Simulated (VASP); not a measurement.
# Te: single point with PBE

Te:

```
Te
1.0
    -2.93672    2.93672    1.49603
     2.93672   -2.93672    1.49603
     2.93672    2.93672   -1.49603
Te
2
Direct
  0.62500 0.87500 0.75000
  0.37500 0.12500 0.25000
```

| Property | Result |
| --- | --- |
| Program | VASP 6.6.1 |
| Task | single point |
| Functional | PBE |
| Potentials or basis | VASP PAW PBE potentials, release 64 (Te) |
| Cutoff | 520 eV |
| k mesh | 14 × 14 × 14 |
| Occupations | fermi-dirac, width 0.05 eV |
| Spin | no spin polarisation |

| Item | Value |
| --- | --- |
| Pressure | 17.0 GPa |
| Band gap on the k mesh | zero (bands 6 and 7 overlap by 4.66 eV) |

Levels at points of the mesh, in eV from the Fermi level:
| k point | band 4 | band 5 | band 6 | band 7 | band 8 | band 9 |
| --- | --- | --- | --- | --- | --- | --- |
| (0.00, 0.00, 0.00) | -5.63 | 0.95 | 1.42 | 1.42 | 3.13 | 3.26 |
| (0.50, 0.00, 0.00) | -5.51 | -4.37 | -1.26 | -0.32 | 0.08 | 4.35 |
| (0.50, 0.50, 0.00) | -3.37 | -2.88 | -2.88 | 2.92 | 2.92 | 7.32 |
| (0.50, 0.50, 0.50) | -7.77 | 2.31 | 2.31 | 3.46 | 3.46 | 9.04 |

Run time: 4.9 min on 1 thread of Intel Xeon 8259CL (shared host), peak memory 0.29 GiB.

Caveat: the cell stands under pressure; spin-orbit coupling is left out, which moves the levels of the heavy elements.
